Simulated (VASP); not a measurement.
Set up this calculation in VASP 6.6.1, as the native input.

- Task: single point
- Functional: LDA
- Potentials or basis: VASP PAW LDA potentials, release 64 (Nb_sv)
- Cutoff: 500 eV
- k mesh: 11 × 11 × 11
- Occupations: fermi-dirac, width 0.05 eV
- Spin: no spin polarisation
- Dipole correction: no
- Further INCAR settings: ALGO = Normal; EDIFF = 1e-06; NBANDS = 12

The structure of Nb lies in POSCAR:

```
Nb
1.0
   -1.6299823056      1.6299823056      1.6299823056
    1.6299823056     -1.6299823056      1.6299823056
    1.6299823056      1.6299823056     -1.6299823056
Nb
1
Direct
    0.0000000000      0.0000000000      0.0000000000
```

This cell differs from its parent crystal: volume scaled by 0.94.

One way to write it, as run:

INCAR

```
PREC = Accurate
ENCUT = 500
EDIFF = 1E-6
ISMEAR = -1
SIGMA = 0.05
LREAL = False
LASPH = True
NELM = 120
ALGO = Normal
ISIF = 2
LWAVE = False
LCHARG = False
NBANDS = 12
GGA_COMPAT = False
```

KPOINTS

```
regular mesh
0
Gamma
  11 11 11
```

Potentials or basis: VASP PAW LDA potentials, release 64 (Nb_sv).

Command:

```bash
$ cat potpaw_LDA.64/Nb_sv/POTCAR > POTCAR
$ mpirun -np 1 vasp_std > vasp.out
```

Results of the run:

* Pressure: -1.6 GPa

Run time: 16 s on 1 thread of Intel Xeon 8259CL, on a shared host, peak memory 0.13 GiB.
